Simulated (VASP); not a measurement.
A run of VASP 6.6.1 is set up as follows.

The input INCAR:

```
PREC = Accurate ; ENCUT = 600
EDIFF = 1E-6 ; ISMEAR = 0
SIGMA = 0.024 ; LREAL = False
LASPH = True ; NELM = 200
ALGO = Normal ; ISIF = 2
LWAVE = False ; LCHARG = True
ISPIN = 2 ; MAGMOM = 0 3
LORBIT = 11 ; LMAXMIX = 4
GGA = PE ; LELF = True
LVHAR = True ; NBANDS = 20
GGA_COMPAT = False
```

KPOINTS

```
Automatic mesh
0
Gamma
  10 10 7
```

POSCAR

```
FePt
1.0
    2.7235000000      0.0000000000      0.0000000000
    0.0000000000      2.7235000000      0.0000000000
    0.0000000000      0.0000000000      3.7200000000
Pt Fe
1 1
Direct
    0.5000000000      0.5000000000      0.5000000000
    0.0000000000      0.0000000000      0.0000000000
```

Potentials or basis: VASP PAW PBE potentials, release 64 (Pt, Fe).

Run with:

```bash
$ cat potpaw_PBE.64/Pt/POTCAR potpaw_PBE.64/Fe/POTCAR > POTCAR
$ mpirun -np 1 vasp_std > vasp.out
```

(1) Predict the pressure.

(2) What does it give for the site moments?

## Answers

(1) 2.9 GPa.

(2) Pt +0.33; Fe +2.91 μB.
